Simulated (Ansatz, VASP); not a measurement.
**Ag: VASP beside Ansatz**

Contents of INCAR:

```
PREC = Accurate
ENCUT = 520
EDIFF = 1E-6
ISMEAR = 0
SIGMA = 0.15
LREAL = F
LASPH = T
NELM = 60
ALGO = Normal
ISIF = 2
LWAVE = F
LCHARG = F
GGA = PS
NBANDS = 12
```

The input KPOINTS:

```
Automatic mesh
0
Gamma
  20 20 20
```

File POSCAR:

```
Ag
1.0
   -1.5894278400      1.5894278400      1.7218801600
    1.5894278400     -1.5894278400      1.7218801600
    1.5894278400      1.5894278400     -1.7218801600
Ag
1
Direct
    0.0000000000      0.0000000000      0.0000000000
```

Input for Ansatz:

```yaml
crystal:
  lattice:
    - [-1.58942784, 1.58942784, 1.72188016]
    - [1.58942784, -1.58942784, 1.72188016]
    - [1.58942784, 1.58942784, -1.72188016]
  atoms:
    - { symbol: Ag, position: [0.0, 0.0, 0.0] }
basis:
  ecutwfc: 420
kpoints:
  mp_grid: { grid: [20, 20, 20] }
hamiltonian:
  xc: pbesol
scf:
  occupations: { method: gaussian, width: 0.15 }
output:
  forces: true
  stress: true
  eigenvalues: true
  write_density: true
  write_potential: true
  elf: true
  volumetric_format: npy
```

Change from the starting cell: strain -0.040 along x and y, +0.040 along z, atoms carried along.

Alike in both runs: task single point; functional PBEsol; k mesh 20 × 20 × 20; occupations gaussian, width 0.15 eV; no spin polarisation.

|  | VASP | Ansatz |
| --- | --- | --- |
| version | VASP 6.6.1 | Ansatz 0.2.0 |
| potentials or method | VASP PAW PBE potentials, release 64 (Ag), cutoff 520 eV | scalar-relativistic, plane waves, PAW |
| valence electrons in the cell | 11 | 19 |

|  | VASP | Ansatz | Ansatz less VASP |
| --- | --- | --- | --- |
| gap on the k mesh at the Fermi level (eV) | none | none | - |
| pressure (GPa) | -4.0 | -3.9 | +0.17 |
| traceless stress, the component that is largest in VASP (GPa) | 0.95 | 0.96 | +0.008 |

VASP's potentials were made for PBE, not for PBEsol. A gap of «none» marks a metal or a gap that the smearing closes. VASP's potentials hold 11 valence electrons a cell and Ansatz's 19, so a difference there can come from the potentials and not from the codes.
